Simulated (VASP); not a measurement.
Input of a VASP 6.6.1 run:

POSCAR

```
GdO
1.0
    2.9944849749      0.0000000000      0.0000000000
    0.0000000000      2.9944849749      0.0000000000
    0.0000000000      0.0000000000      2.9944849749
Gd O
1 1
Direct
    0.0000000000      0.0000000000      0.0000000000
    0.5000000000      0.5000000000      0.5066789448
```

INCAR.step1

```
PREC = Accurate
ENCUT = 520
ISMEAR = 0
SIGMA = 0.05
LREAL = F
LASPH = T
NELM = 150
ISPIN = 2
MAGMOM = 7.86 0
LMAXMIX = 6
NBANDS = 23
GGA = PE
ALGO = Normal
EDIFF = 1E-4
LWAVE = T
LCHARG = F
```

The input INCAR.step2:

```
PREC = Accurate
ENCUT = 520
EDIFF = 1E-6
ISMEAR = 0
SIGMA = 0.05
LREAL = F
LASPH = T
NELM = 150
ALGO = Normal
ISIF = 2
LWAVE = F
LCHARG = F
ISPIN = 2
MAGMOM = 7.86 0
LORBIT = 11
LMAXMIX = 6
METAGGA = R2SCAN
LMIXTAU = T
NBANDS = 23
ISTART = 1
```

The input KPOINTS:

```
Automatic mesh
0
Gamma
  12 12 12
```

Potentials or basis: VASP PAW PBE potentials, release 64 (Gd, O).

Command:

```bash
$ cat potpaw_PBE.64/Gd/POTCAR potpaw_PBE.64/O/POTCAR > POTCAR
$ cp INCAR.step1 INCAR
$ mpirun -np 1 vasp_std > vasp.out
$ cp INCAR.step2 INCAR
$ mpirun -np 1 vasp_std > vasp.out
```

**Question.** Estimate the site moments.

**Answer.** Gd +7.01; O -0.04 μB.

**Question.** Predict the net moment.

**Answer.** 7.45 μB per cell.

**Question.** What does it give for the pressure?

**Answer.** -0.1 GPa.

Forces in eV/Å, atoms in the order of the input:
```
Gd   0.000  0.000  0.066
O    0.000  0.000 -0.066
```

Caveat: the cell differs from its parent crystal (atom 2 (O) moved 0.02 Å along z); the PAW data sets were made with another functional, which shifts forces and pressure a little; a cell with one magnetic atom can't hold antiferromagnetic order, which such compounds often take. The state reached can hang on the start; a lower one may exist.
